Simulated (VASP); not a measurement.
# CdS (F-43m) in VASP: settings compared

CdS is run at these levels: BLYP, PBE; tasks: single point.

Program: VASP 6.6.1. These are calculated values, not measurements. Logs are shortened: lines on timing, memory, paths and dates and some standing lists are left out, and cuts for length are marked.

## Step 1: The cell of the first run

Symmetry: F-43m, No. 216, cubic system. The conventional cell has a = 5.886 Å, b = 5.886 Å, c = 5.886 Å, α = 90.00°, β = 90.00°, γ = 90.00°. Within 3.4 Å of Cd (site symmetry -43m) lie 4 S at 2.55 Å. S (site symmetry -43m) has 4 Cd at 2.55 Å within 3.4 Å.

## Step 2: Single point, BLYP

Contents of INCAR:

```
PREC = Accurate
ENCUT = 500
EDIFF = 1E-6
ISMEAR = 0
SIGMA = 0.1
LREAL = False
LASPH = True
NELM = 120
ALGO = Normal
ISIF = 2
LWAVE = False
LCHARG = False
GGA = B5
ALDAX = 1.0
AGGAX = 1.0
AGGAC = 1.0
ALDAC = 0.0
NBANDS = 16
GGA_COMPAT = False
```

Contents of KPOINTS:

```
regular mesh
0
Gamma
  3 3 3
```

Contents of POSCAR:

```
CdS
1.0
    0.0000000000      2.9429534649      2.9429534649
    2.9429534649      0.0000000000      2.9429534649
    2.9429534649      2.9429534649      0.0000000000
Cd S
1 1
Direct
    0.0000000000      0.0000000000      0.0000000000
    0.2500000000      0.2500000000      0.2500000000
```

Potentials or basis: VASP PAW PBE potentials, release 64 (Cd, S).

Launch:

```bash
cat potpaw_PBE.64/Cd/POTCAR potpaw_PBE.64/S/POTCAR > POTCAR
mpirun -np 1 vasp_std > vasp.out
```

OUTCAR:

```text
PREC = Accurate
   ENCUT = 500
   EDIFF = 1E-6
   ISMEAR = 0
   LREAL = False
   LASPH = True
   NELM = 120
   ISIF = 2
   GGA = B5

 ion  position               nearest neighbor table
   1  0.000  0.000  0.000-   2 2.55   2 2.55   2 2.55   2 2.55
   2  0.250  0.250  0.250-   1 2.55   1 2.55   1 2.55   1 2.55

  LATTYP: Found a face centered cubic cell.
 ALAT       =     5.8859069298

  Lattice vectors:

 A1 = (   0.0000000000,   2.9429534649,   2.9429534649)
 A2 = (   2.9429534649,   0.0000000000,   2.9429534649)
 A3 = (   2.9429534649,   2.9429534649,   0.0000000000)

Analysis of symmetry for initial positions (statically):
=====================================================================
 Subroutine PRICEL returns:
 Original cell was already a primitive cell.

 Routine SETGRP: Setting up the symmetry group for a
 face centered cubic supercell.

 Subroutine GETGRP returns: Found 24 space group operations
 (whereof 24 operations were pure point group operations)
 out of a pool of 48 trial point group operations.

The static configuration has the point symmetry T_d .

Analysis of symmetry for dynamics (positions and initial velocities):
=====================================================================
 Subroutine PRICEL returns:
 Original cell was already a primitive cell.

 Routine SETGRP: Setting up the symmetry group for a
 face centered cubic supercell.

 Subroutine GETGRP returns: Found 24 space group operations
 (whereof 24 operations were pure point group operations)
 out of a pool of 48 trial point group operations.

The dynamic configuration has the point symmetry T_d .

 Subroutine INISYM returns: Found 24 space group operations
 (whereof 24 operations are pure point group operations),
 and found     1 'primitive' translations

----------------------------------------------------------------------------------------

                                     Primitive cell

  volume of cell :      50.9777

  direct lattice vectors                    reciprocal lattice vectors
     0.000000000  2.942953465  2.942953465    -0.169897352  0.169897352  0.169897352
     2.942953465  0.000000000  2.942953465     0.169897352 -0.169897352  0.169897352
     2.942953465  2.942953465  0.000000000     0.169897352  0.169897352 -0.169897352

  length of vectors
     4.161964703  4.161964703  4.161964703     0.294270845  0.294270845  0.294270845
[... 58 lines left out ...]
   ENCUT  =  500.0 eV  36.75 Ry    6.06 a.u.   7.59  7.59  7.59*2*pi/ulx,y,z
   NELM   =    120;   NELMIN=  2; NELMDL= -5     # of ELM steps
   EDIFF  = 0.1E-05   stopping-criterion for ELM
   LREAL  =      F    real-space projection
   EDIFFG = 0.1E-04   stopping-criterion for IOM
   NSW    =      0    number of steps for IOM
   IBRION =     -1    ionic relax: 0-MD 1-quasi-New 2-CG
   NFREE  =      0    steps in history (QN), initial steepest desc. (CG)
   ISIF   =      2    stress and relaxation
   ISYM   =      2    0-nonsym 1-usesym 2-fastsym
   POTIM  = 0.5000    time-step for ionic-motion
   TEBEG  =    0.0;   TEEND  =   0.0 temperature during run
   PSTRESS=    0.0 pullay stress
   NELECT =      18.0000    total number of electrons
   NUPDOWN=      -1.0000    fix difference up-down
   EMIN   =  10.00;   EMAX   =-10.00  energy-range for DOS
   EFERMI =   0.00;   METHOD = LEGACY
   ISMEAR =     0;   SIGMA  =   0.10  broadening in eV -4-tet -1-fermi 0-gaus
   EFERMI_NEDOS =   21; number of points for ismear=-14 and -15
   IALGO  =     38    algorithm
   IMIX   =      4    mixing-type and parameters
     AMIX     =   0.40;   BMIX     =  1.00
     AMIX_MAG =   1.60;   BMIX_MAG =  1.00
  volume/ion in A,a.u.               =      25.49       172.01
  Fermi-wavevector in a.u.,A,eV,Ry     =   1.157104  2.186609 18.216690  1.338889
  Thomas-Fermi vector in A             =   2.293718
   LORBIT       =      0    0 simple, 1 ext, 2 COOP (PROOUT), +10 PAW based schemes
   GGA     = B5    functional components
   LHFCALC =     F    Hartree Fock is set to
   AEXX    =    0.0000 exact exchange contribution
   IVDW    =     0    specifies the selected vdW correction
   LEPSILON=     F    determine dielectric tensor
   LRPA    =     F    only Hartree local field effects (RPA)
 non-spin polarized calculation
 Gauss-broadening in eV      SIGMA  =   0.10
  energy-cutoff  :      500.00
  volume of cell :       50.98
 maximum number of plane-waves:      1308
 NGX is ok and might be reduce to    30
   NGX = 15   NGY = 15   NGZ = 15

 number of electron      17.9999991 magnetization

 Free energy of the ion-electron system (eV)
  ---------------------------------------------------
  ext. energy  EPLUGINS =         0.00000000
  ---------------------------------------------------
  free energy    TOTEN  =        -5.00634929 eV

  energy without entropy =       -5.00634929  energy(sigma->0) =       -5.00634929

 E-fermi :   2.0401     XC(G=0):  -8.5396

 val. band max:        1.5422818870   @ k =   0.0000   0.0000   0.0000
 cond. band min:       2.5446538056   @ k =   0.0000   0.0000   0.0000
 fundamental gap:      1.0023719186
 Fermi energy:         2.0401041986

 k-point     1 :       0.0000    0.0000    0.0000
  band No.  band energies     occupation
      1     -10.6485      2.00000
      2      -6.2181      2.00000
      3      -6.2181      2.00000
      4      -6.2181      2.00000
      5      -5.7921      2.00000
      6      -5.7921      2.00000
[... 53 lines left out ...]
      3      -5.9882      2.00000
      4      -5.8359      2.00000
      5      -5.7711      2.00000
      6      -5.2651      2.00000
[... 8 lines left out ...]
     15      12.9092      0.00000
     16      16.1313      0.00000

------------------------ aborting loop because EDIFF is reached ----------------------------------------

  FORCE on cell =-STRESS in cart. coord.  units (eV):
  Direction    XX          YY          ZZ          XY          YZ          ZX
  --------------------------------------------------------------------------------------
  -------------------------------------------------------------------------------------
  Total        1.6560641      1.6560641      1.6560641     -0.0000000     -0.0000000      0.0000000
  in kB       52.0484192     52.0484192     52.0484192     -0.0000000     -0.0000000      0.0000000
  external PRESSURE =      52.0484192 kB  Pullay stress =       0.0000000 kB

 VOLUME and BASIS-vectors are now :
 -----------------------------------------------------------------------------
  energy-cutoff  :      500.00
  volume of cell :       50.98
      direct lattice vectors                 reciprocal lattice vectors
     0.000000000  2.942953465  2.942953465    -0.169897352  0.169897352  0.169897352
     2.942953465  0.000000000  2.942953465     0.169897352 -0.169897352  0.169897352
     2.942953465  2.942953465  0.000000000     0.169897352  0.169897352 -0.169897352

 POSITION                                       TOTAL-FORCE (eV/Angst)
 -----------------------------------------------------------------------------------
      0.00000      0.00000      0.00000        -0.000000     -0.000000     -0.000000
      1.47148      1.47148      1.47148         0.000000      0.000000      0.000000
 -----------------------------------------------------------------------------------
    total drift:                                0.000000      0.000000     -0.000000

  FREE ENERGIE OF THE ION-ELECTRON SYSTEM (eV)
  ---------------------------------------------------
  free  energy   TOTEN  =        -5.0063492932 eV

  energy  without entropy=       -5.0063492932  energy(sigma->0) =       -5.00634929
```

stdout:

```text
POSCAR found type information on POSCAR CdS
 POSCAR found :  2 types and       2 ions
 scaLAPACK will be used
 -----------------------------------------------------------------------------
|                                                                             |
|                                                                             |
|     You enforced a specific xc type in the INCAR file but a different       |
|     I HOPE YOU KNOW WHAT YOU ARE DOING!                                     |
|                                                                             |
 -----------------------------------------------------------------------------

 LDA part: xc-table for (Slater(with rela. corr.)+VWN5), standard interpolation
 POSCAR, INCAR and KPOINTS ok, starting setup
 FFT: planning ... GRIDC
 FFT: planning ... GRID_SOFT
 FFT: planning ... GRID
 WAVECAR not read
 entering main loop
```

It took 18 s on 1 thread of Intel Xeon 6975P-C, shared host; peak memory 0.16 GiB.

Results:

```
Free energy            : -5.0063 eV
Pressure               : 5.2 GPa
Band gap on the k mesh : 1.00 eV, direct
```

Caveat: the k points lie up to 0.62 Å⁻¹ apart; the PAW data sets were made with another functional, which shifts forces and pressure a little. As with any semilocal functional, this BLYP gap is likely too small.

## Step 3: Single point, PBE

Contents of INCAR:

```
PREC     = Accurate       # precision mode
ENCUT    = 500            # plane-wave cutoff, eV
EDIFF    = 1E-6           # SCF threshold, eV
ISMEAR   = 0              # smearing method
SIGMA    = 0.1            # smearing width, eV
LREAL    = F              # projectors in reciprocal space
LASPH    = T              # aspherical terms in the spheres
NELM     = 120            # most SCF steps
ALGO     = Normal         # electronic algorithm
ISIF     = 2              # what is computed and relaxed
LWAVE    = F              # write WAVECAR
LCHARG   = F              # write CHGCAR
GGA      = PE             # functional
ISYM     = 0            
NBANDS   = 16             # bands
GGA_COMPAT= F
```

Contents of KPOINTS:

```
Automatic mesh
0
Gamma
  2 2 2
  0.5 0.5 0.5
```

Contents of POSCAR:

```
CdS
1.0
    0.0000000000      2.9429534649      2.9429534649
    2.9429534649      0.0000000000      2.9429534649
    2.9429534649      2.9429534649      0.0000000000
Cd S
1 1
Direct
    0.4940000000      0.8260000000      0.9770000000
    0.7440000000      1.0760000000      1.2270000000
```

Potentials or basis: VASP PAW PBE potentials, release 64 (Cd, S).

Launch:

```bash
cat potpaw_PBE.64/Cd/POTCAR potpaw_PBE.64/S/POTCAR > POTCAR
mpirun -np 1 vasp_std > vasp.out
```

OUTCAR:

```text
PREC = Accurate
   ENCUT = 500
   EDIFF = 1E-6
   ISMEAR = 0
   LREAL = F
   LASPH = T
   NELM = 120
   ISIF = 2
   GGA = PE
   ISYM = 0

 ion  position               nearest neighbor table
   1  0.494  0.826  0.977-   2 2.55   2 2.55   2 2.55   2 2.55
   2  0.744  0.076  0.227-   1 2.55   1 2.55   1 2.55   1 2.55

IMPORTANT INFORMATION: All symmetrisations will be switched off!
NOSYMM: (Re-)initialisation of all symmetry stuff for point group C_1.

----------------------------------------------------------------------------------------

                                     Primitive cell

  volume of cell :      50.9777

  direct lattice vectors                    reciprocal lattice vectors
     0.000000000  2.942953465  2.942953465    -0.169897352  0.169897352  0.169897352
     2.942953465  0.000000000  2.942953465     0.169897352 -0.169897352  0.169897352
     2.942953465  2.942953465  0.000000000     0.169897352  0.169897352 -0.169897352

  length of vectors
     4.161964703  4.161964703  4.161964703     0.294270845  0.294270845  0.294270845

  position of ions in fractional coordinates (direct lattice)
[... 117 lines left out ...]

 E-fermi :   1.1996     XC(G=0):  -9.0156

 val. band max:        0.7291837415   @ k =   0.0000   0.2500   0.0000
 cond. band min:       3.8220237588   @ k =   0.0000   0.2500   0.0000
 fundamental gap:      3.0928400172
 Fermi energy:         1.1996089618

 k-point     1 :       0.2500    0.2500    0.2500
  band No.  band energies     occupation
      1     -10.8979      2.00000
      2      -6.4795      2.00000
      3      -6.4795      2.00000
      4      -6.3076      2.00000
      5      -6.1000      2.00000
      6      -6.1000      2.00000
[... 281 lines left out ...]
      3      -6.3258      2.00000
      4      -6.1846      2.00000
      5      -6.0554      2.00000
      6      -5.7112      2.00000
[... 8 lines left out ...]
     15      13.7067      0.00000
     16      14.6001      0.00000

------------------------ aborting loop because EDIFF is reached ----------------------------------------

  FORCE on cell =-STRESS in cart. coord.  units (eV):
  Direction    XX          YY          ZZ          XY          YZ          ZX
  --------------------------------------------------------------------------------------
  -------------------------------------------------------------------------------------
  Total        0.5226679      0.5226772      0.5226655     -0.0000840     -0.0001084     -0.0000329
  in kB       16.4269227     16.4272168     16.4268467     -0.0026409     -0.0034059     -0.0010347
  external PRESSURE =      16.4269954 kB  Pullay stress =       0.0000000 kB

 VOLUME and BASIS-vectors are now :
 -----------------------------------------------------------------------------
  energy-cutoff  :      500.00
  volume of cell :       50.98
      direct lattice vectors                 reciprocal lattice vectors
     0.000000000  2.942953465  2.942953465    -0.169897352  0.169897352  0.169897352
     2.942953465  0.000000000  2.942953465     0.169897352 -0.169897352  0.169897352
     2.942953465  2.942953465  0.000000000     0.169897352  0.169897352 -0.169897352

 POSITION                                       TOTAL-FORCE (eV/Angst)
 -----------------------------------------------------------------------------------
      5.30615      4.32908      3.88470         0.000051      0.000035      0.000051
      0.89171      2.85761      2.41322        -0.000051     -0.000035     -0.000051
 -----------------------------------------------------------------------------------
    total drift:                               -0.000012     -0.000116     -0.000029

  FREE ENERGIE OF THE ION-ELECTRON SYSTEM (eV)
  ---------------------------------------------------
  free  energy   TOTEN  =        -6.1139251269 eV

  energy  without entropy=       -6.1139251269  energy(sigma->0) =       -6.11392513
```

OSZICAR:

```text
N       E                     dE             d eps       ncg     rms          rms(c)
DAV:   1     0.101295926041E+03    0.10130E+03   -0.86776E+03   512   0.990E+02
DAV:   2    -0.294814644358E+01   -0.10424E+03   -0.98803E+02   664   0.248E+02
DAV:   3    -0.665236279195E+01   -0.37042E+01   -0.36996E+01   640   0.484E+01
DAV:   4    -0.667497257312E+01   -0.22610E-01   -0.22608E-01   616   0.377E+00
DAV:   5    -0.667527416889E+01   -0.30160E-03   -0.30159E-03   640   0.413E-01    0.765E+00
DAV:   6    -0.613364724178E+01    0.54163E+00   -0.85141E-01   768   0.115E+01    0.626E+00
DAV:   7    -0.611315294199E+01    0.20494E-01   -0.18809E-01   608   0.301E+00    0.306E+00
DAV:   8    -0.611368274786E+01   -0.52981E-03   -0.17530E-02   600   0.166E+00    0.302E-01
DAV:   9    -0.611369362345E+01   -0.10876E-04   -0.18474E-03   608   0.618E-01    0.637E-02
DAV:  10    -0.611383442675E+01   -0.14080E-03   -0.21835E-04   536   0.142E-01    0.706E-02
DAV:  11    -0.611393107944E+01   -0.96653E-04   -0.16477E-04   512   0.952E-02    0.338E-02
DAV:  12    -0.611392413057E+01    0.69489E-05   -0.20982E-05   664   0.592E-02    0.992E-03
DAV:  13    -0.611392512688E+01   -0.99631E-06   -0.29825E-06   600   0.100E-02
   1 F= -.61139251E+01 E0= -.61139251E+01  d E =-.690958E-11
```

Wall time 14 s (1 thread of Intel Xeon 6975P-C, shared host); peak memory 0.17 GiB.

What came out:

```
Free energy            : -6.1139 eV
Pressure               : 1.6 GPa
Band gap on the k mesh : 3.09 eV, direct
```

Caveat: the k points lie up to 0.92 Å⁻¹ apart.

## Step 4: Single point, PBE

Contents of INCAR:

```
SYSTEM = CdS
PREC = Accurate
ENCUT = 500
EDIFF = 1E-6
ISMEAR = 0
SIGMA = 0.01
LREAL = .FALSE.
LASPH = .TRUE.
NELM = 120
ALGO = Normal
ISIF = 2
LWAVE = .FALSE.
LCHARG = .FALSE.
GGA = PE
ISYM = 0
NBANDS = 16
GGA_COMPAT = .FALSE.
```

Contents of KPOINTS:

```
regular mesh
0
G
  2 3 2
  0 0 0
```

Contents of POSCAR:

```
CdS
1.0
    0.0000000000      2.9429534649      2.9429534649
    2.9429534649      0.0000000000      2.9429534649
    2.9429534649      2.9429534649      0.0000000000
Cd S
1 1
Direct
    0.0000000000      0.0000000000      0.0000000000
    0.2500000000      0.2500000000      0.2500000000
```

Launch:

```bash
cat potpaw_PBE.64/Cd/POTCAR potpaw_PBE.64/S/POTCAR > POTCAR
mpirun -np 1 vasp_std > vasp.out
```

Wall time 8.8 s (1 thread of Intel Xeon 6975P-C, shared host); peak memory 0.16 GiB.

The run converged, but its numbers aren't listed here, since they failed a check.

Caveat: the k points lie up to 0.92 Å⁻¹ apart.
